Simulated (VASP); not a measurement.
# Al (Fm-3m) in VASP: single point with PBE

Aim: the single point of Al with PBE.

Program: VASP 6.6.1. These are calculated values, not measurements. Logs are shortened: lines on timing, memory, paths and dates and some standing lists are left out, and cuts for length are marked.

## 1. The cell of the first run

Symmetry: Fm-3m, No. 225, cubic system. Conventional cell: a = 4.046 Å, b = 4.046 Å, c = 4.046 Å, α = 90.00°, β = 90.00°, γ = 90.00°. Within 3.8 Å of Al (site symmetry m-3m) lie 12 Al at 2.86 Å.

## 2. Single point, PBE

File INCAR:

```
ALGO     = Normal         # electronic algorithm
EDIFF    = 1E-6           # SCF threshold, eV
ENCUT    = 500            # plane-wave cutoff, eV
GGA      = PE             # functional
GGA_COMPAT= False        
ISIF     = 2              # what is computed and relaxed
ISMEAR   = -1             # smearing method
LASPH    = True           # aspherical terms in the spheres
LCHARG   = True           # write CHGCAR
LELF     = True           # ELF
LREAL    = False          # projectors in reciprocal space
LVHAR    = True         
LWAVE    = False          # write WAVECAR
NBANDS   = 8              # bands
NELM     = 120            # most SCF steps
PREC     = Accurate       # precision mode
SIGMA    = 0.1            # smearing width, eV
```

File KPOINTS:

```
k-points
0
Gamma
  8 8 8
```

File POSCAR:

```
Al
1.0
    0.0000000000      2.0230000000      2.0230000000
    2.0230000000      0.0000000000      2.0230000000
    2.0230000000      2.0230000000      0.0000000000
Al
1
Direct
    0.0000000000      0.0000000000      0.0000000000
```

Potentials or basis: VASP PAW PBE potentials, release 64 (Al).

The run is started by

```console
> cat potpaw_PBE.64/Al/POTCAR > POTCAR
> mpirun -np 1 vasp_std > vasp.out
```

OUTCAR:

```text
EDIFF = 1E-6
   ENCUT = 500
   GGA = PE
   ISIF = 2
   ISMEAR = -1
   LASPH = True
   LREAL = False
   NELM = 120
   PREC = Accurate

 ion  position               nearest neighbor table
   1  0.000  0.000  0.000-

  LATTYP: Found a face centered cubic cell.
 ALAT       =     4.0460000000

  Lattice vectors:

 A1 = (   0.0000000000,   2.0230000000,   2.0230000000)
 A2 = (   2.0230000000,   0.0000000000,   2.0230000000)
 A3 = (   2.0230000000,   2.0230000000,   0.0000000000)

Analysis of symmetry for initial positions (statically):
=====================================================================
 Subroutine PRICEL returns:
 Original cell was already a primitive cell.

 Routine SETGRP: Setting up the symmetry group for a
 face centered cubic supercell.

 Subroutine GETGRP returns: Found 48 space group operations
 (whereof 48 operations were pure point group operations)
 out of a pool of 48 trial point group operations.

The static configuration has the point symmetry O_h .

Analysis of symmetry for dynamics (positions and initial velocities):
=====================================================================
 Subroutine PRICEL returns:
 Original cell was already a primitive cell.

 Routine SETGRP: Setting up the symmetry group for a
 face centered cubic supercell.

 Subroutine GETGRP returns: Found 48 space group operations
 (whereof 48 operations were pure point group operations)
 out of a pool of 48 trial point group operations.

The dynamic configuration has the point symmetry O_h .

 Subroutine INISYM returns: Found 48 space group operations
 (whereof 48 operations are pure point group operations),
 and found     1 'primitive' translations

----------------------------------------------------------------------------------------

                                     Primitive cell

  volume of cell :      16.5584

  direct lattice vectors                    reciprocal lattice vectors
     0.000000000  2.023000000  2.023000000    -0.247157687  0.247157687  0.247157687
     2.023000000  0.000000000  2.023000000     0.247157687 -0.247157687  0.247157687
     2.023000000  2.023000000  0.000000000     0.247157687  0.247157687 -0.247157687

  length of vectors
     2.860954037  2.860954037  2.860954037     0.428089671  0.428089671  0.428089671

  position of ions in fractional coordinates (direct lattice)
     0.000000000  0.000000000  0.000000000

  ion indices of the primitive-cell ions
   primitive index   ion index
                 1           1

----------------------------------------------------------------------------------------

 KPOINTS: k-points

Automatic generation of k-mesh.
 Grid dimensions read from file:
 generate k-points for:    8    8    8

 Generating k-lattice:

  Cartesian coordinates                     Fractional coordinates (reciprocal lattice)
    -0.030894711  0.030894711  0.030894711     0.125000000  0.000000000  0.000000000
     0.030894711 -0.030894711  0.030894711     0.000000000  0.125000000  0.000000000
     0.030894711  0.030894711 -0.030894711     0.000000000  0.000000000  0.125000000

  Length of vectors
     0.053511209  0.053511209  0.053511209

  Shift w.r.t. Gamma in fractional coordinates (k-lattice)
     0.000000000  0.000000000  0.000000000

 Subroutine IBZKPT returns following result:
 ===========================================

 Found     29 irreducible k-points:

 Following reciprocal coordinates:
            Coordinates               Weight
  0.000000  0.000000  0.000000      1.000000
  0.125000  0.000000  0.000000      8.000000
  0.250000  0.000000  0.000000      8.000000
  0.375000  0.000000  0.000000      8.000000
  0.500000  0.000000  0.000000      4.000000
  0.125000  0.125000  0.000000      6.000000
[... 16 lines left out ...]
  0.500000  0.250000  0.125000     48.000000
 -0.375000  0.250000  0.125000     24.000000
 [... further k-points ...]
   k-points           NKPTS =     29   k-points in BZ     NKDIM =     29   number of bands    NBANDS=      8
   number of dos      NEDOS =    301   number of ions     NIONS =      1
   total plane-waves  NPLWV =  13824
   dimension x,y,z NGX =    24 NGY =   24 NGZ =   24
   dimension x,y,z NGXF=    48 NGYF=   48 NGZF=   48
   ions per type =               1
   NGX,Y,Z   is equivalent  to a cutoff of  13.95, 13.95, 13.95 a.u.
   NGXF,Y,Z  is equivalent  to a cutoff of  27.89, 27.89, 27.89 a.u.
 SYSTEM =  unknown system
   PREC   = accura    normal or accurate (medium, high low for compatibility)
   ISTART =      0    job   : 0-new  1-cont  2-samecut
   ICHARG =      2    charge: 1-file 2-atom 10-const
   ISPIN  =      1    spin polarized calculation?
   LNONCOLLINEAR =      F non collinear calculations
   LSORBIT =      F    spin-orbit coupling
   LASPH  =      T    aspherical Exc in radial PAW
   ENCUT  =  500.0 eV  36.75 Ry    6.06 a.u.   5.22  5.22  5.22*2*pi/ulx,y,z
   NELM   =    120;   NELMIN=  2; NELMDL= -5     # of ELM steps
   EDIFF  = 0.1E-05   stopping-criterion for ELM
   LREAL  =      F    real-space projection
   EDIFFG = 0.1E-04   stopping-criterion for IOM
   NSW    =      0    number of steps for IOM
   IBRION =     -1    ionic relax: 0-MD 1-quasi-New 2-CG
   NFREE  =      0    steps in history (QN), initial steepest desc. (CG)
   ISIF   =      2    stress and relaxation
   ISYM   =      2    0-nonsym 1-usesym 2-fastsym
   POTIM  = 0.5000    time-step for ionic-motion
   TEBEG  =    0.0;   TEEND  =   0.0 temperature during run
   PSTRESS=    0.0 pullay stress
   NELECT =       3.0000    total number of electrons
   NUPDOWN=      -1.0000    fix difference up-down
   EMIN   =  10.00;   EMAX   =-10.00  energy-range for DOS
   EFERMI =   0.00;   METHOD = LEGACY
   ISMEAR =    -1;   SIGMA  =   0.10  broadening in eV -4-tet -1-fermi 0-gaus
   EFERMI_NEDOS =   21; number of points for ismear=-14 and -15
   IALGO  =     38    algorithm
   IMIX   =      4    mixing-type and parameters
     AMIX     =   0.40;   BMIX     =  1.00
     AMIX_MAG =   1.60;   BMIX_MAG =  1.00
  volume/ion in A,a.u.               =      16.56       111.74
  Fermi-wavevector in a.u.,A,eV,Ry     =   0.926352  1.750551 11.675540  0.858128
  Thomas-Fermi vector in A             =   2.052305
   LORBIT       =      0    0 simple, 1 ext, 2 COOP (PROOUT), +10 PAW based schemes
   GGA     = PE    functional components
   LHFCALC =     F    Hartree Fock is set to
   AEXX    =    0.0000 exact exchange contribution
   IVDW    =     0    specifies the selected vdW correction
   LEPSILON=     F    determine dielectric tensor
   LRPA    =     F    only Hartree local field effects (RPA)
 non-spin polarized calculation
  energy-cutoff  :      500.00
  volume of cell :       16.56
 maximum number of plane-waves:       444
 NGX is ok and might be reduce to    24
   NGX = 11   NGY = 11   NGZ = 11

 number of electron       3.0000000 magnetization

 Free energy of the ion-electron system (eV)
  ---------------------------------------------------
  ext. energy  EPLUGINS =         0.00000000
  ---------------------------------------------------
  free energy    TOTEN  =        -3.74733558 eV

  energy without entropy =       -3.73497996  energy(sigma->0) =       -3.74115777

 E-fermi :   7.9313     XC(G=0): -10.1829

 val. band max:        7.6428267719   @ k =  -0.2500   0.3750   0.1250
 cond. band min:       8.0998132545   @ k =   0.5000   0.2500   0.1250
 fundamental gap:      0.4569864826
 Fermi energy:         7.9312512737

 k-point     1 :       0.0000    0.0000    0.0000
  band No.  band energies     occupation
      1      -3.1456      2.00000
      2      20.5645      0.00000
      3      20.5645      0.00000
      4      20.5645      0.00000
      5      22.0299      0.00000
      6      22.0299      0.00000
      7      22.0299      0.00000
      8      24.4060      0.00000

 k-point     2 :       0.1250    0.0000    0.0000
  band No.  band energies     occupation
      1      -2.7223      2.00000
      2      16.2633      0.00000
      3      19.6141      0.00000
      4      19.6141      0.00000
      5      22.6458      0.00000
      6      23.5759      0.00000
      7      23.5759      0.00000
      8      25.5967      0.00000

 k-point     3 :       0.2500    0.0000    0.0000
  band No.  band energies     occupation
      1      -1.4599      2.00000
      2      11.3968      0.00000
      3      18.8471      0.00000
      4      18.8471      0.00000
      5      22.2869      0.00000
      6      22.6886      0.00000
      7      22.6886      0.00000
      8      26.6842      0.00000

 k-point     4 :       0.3750    0.0000    0.0000
  band No.  band energies     occupation
      1       0.6199      2.00000
      2       7.0995      1.99951
      3      18.7554      0.00000
      4      18.7554      0.00000
      5      20.7013      0.00000
      6      20.7013      0.00000
      7      22.3591      0.00000
      8      24.6239      0.00000

 k-point     5 :       0.5000    0.0000    0.0000
  band No.  band energies     occupation
      1       3.3851      2.00000
      2       3.5900      2.00000
      3      19.3377      0.00000
      4      19.3377      0.00000
      5      19.4085      0.00000
      6      19.4085      0.00000
      7      23.0674      0.00000
      8      23.2012      0.00000

 k-point     6 :       0.1250    0.1250    0.0000
  band No.  band energies     occupation
      1      -2.5815      2.00000
      2      17.8547      0.00000
      3      17.8547      0.00000
      4      18.1061      0.00000
      5      20.8777      0.00000
      6      22.5736      0.00000
      7      25.5423      0.00000
      8      25.5423      0.00000

 k-point     7 :       0.2500    0.1250    0.0000
  band No.  band energies     occupation
      1      -1.5996      2.00000
      2      13.2555      0.00000
      3      16.7902      0.00000
      4      18.3069      0.00000
      5      19.5444      0.00000
      6      22.0767      0.00000
      7      25.9781      0.00000
      8      26.1343      0.00000
[... 133 lines left out ...]
 k-point    20 :      -0.3750    0.3750    0.0000
  band No.  band energies     occupation
      1       6.0854      2.00000
      2       6.6099      2.00000
      3       7.5608      1.95194
      4      14.5109      0.00000
      5      16.1514      0.00000
      6      23.6126      0.00000
      7      29.7148      0.00000
      8      30.0978      0.00000

 k-point    21 :       0.5000    0.5000    0.0000
  band No.  band energies     occupation
      1       5.0496      2.00000
      2       6.3639      2.00000
      3      13.2222      0.00000
      4      13.5426      0.00000
      5      13.5426      0.00000
      6      16.9996      0.00000
      7      33.3176      0.00000
      8      34.8251      0.00000

 k-point    22 :       0.3750    0.2500    0.1250
  band No.  band energies     occupation
      1      -0.3472      2.00000
      2      11.8075      0.00000
      3      13.2083      0.00000
      4      16.7258      0.00000
      5      20.0830      0.00000
      6      21.8546      0.00000
      7      24.8777      0.00000
      8      28.2115      0.00000

 k-point    23 :       0.5000    0.2500    0.1250
  band No.  band energies     occupation
      1       1.7151      2.00000
      2       8.0998      0.31271
      3      12.5324      0.00000
      4      14.5911      0.00000
      5      20.7084      0.00000
      6      22.7962      0.00000
      7      24.9283      0.00000
      8      28.8909      0.00000

 k-point    24 :      -0.3750    0.2500    0.1250
  band No.  band energies     occupation
      1       4.4294      2.00000
      2       4.6807      2.00000
      3      12.9283      0.00000
      4      13.3980      0.00000
      5      21.2336      0.00000
      6      21.6651      0.00000
      7      28.2280      0.00000
      8      28.5325      0.00000

 [... further k-points ...]
[... 5 lines left out ...]
  --------------------------------------------------------------------------------------
  -------------------------------------------------------------------------------------
  Total       -0.0248777     -0.0248777     -0.0248777      0.0000000      0.0000000     -0.0000000
  in kB       -2.4071517     -2.4071517     -2.4071517      0.0000000      0.0000000     -0.0000000
  external PRESSURE =      -2.4071517 kB  Pullay stress =       0.0000000 kB

 VOLUME and BASIS-vectors are now :
 -----------------------------------------------------------------------------
  energy-cutoff  :      500.00
  volume of cell :       16.56
      direct lattice vectors                 reciprocal lattice vectors
     0.000000000  2.023000000  2.023000000    -0.247157687  0.247157687  0.247157687
     2.023000000  0.000000000  2.023000000     0.247157687 -0.247157687  0.247157687
     2.023000000  2.023000000  0.000000000     0.247157687  0.247157687 -0.247157687

 POSITION                                       TOTAL-FORCE (eV/Angst)
 -----------------------------------------------------------------------------------
      0.00000      0.00000      0.00000         0.000000      0.000000     -0.000000
 -----------------------------------------------------------------------------------
    total drift:                               -0.000000      0.000000     -0.000000

  FREE ENERGIE OF THE ION-ELECTRON SYSTEM (eV)
  ---------------------------------------------------
  free  energy   TOTEN  =        -3.7473355835 eV

  energy  without entropy=       -3.7349799640  energy(sigma->0) =       -3.74115777
```

It took 8.1 s on 1 thread of AMD EPYC 7R13, shared host; peak memory 0.1 GiB.

What came out:

| Property | Result |
| --- | --- |
| Free energy | -3.7473 eV |
| Pressure | -0.2 GPa |
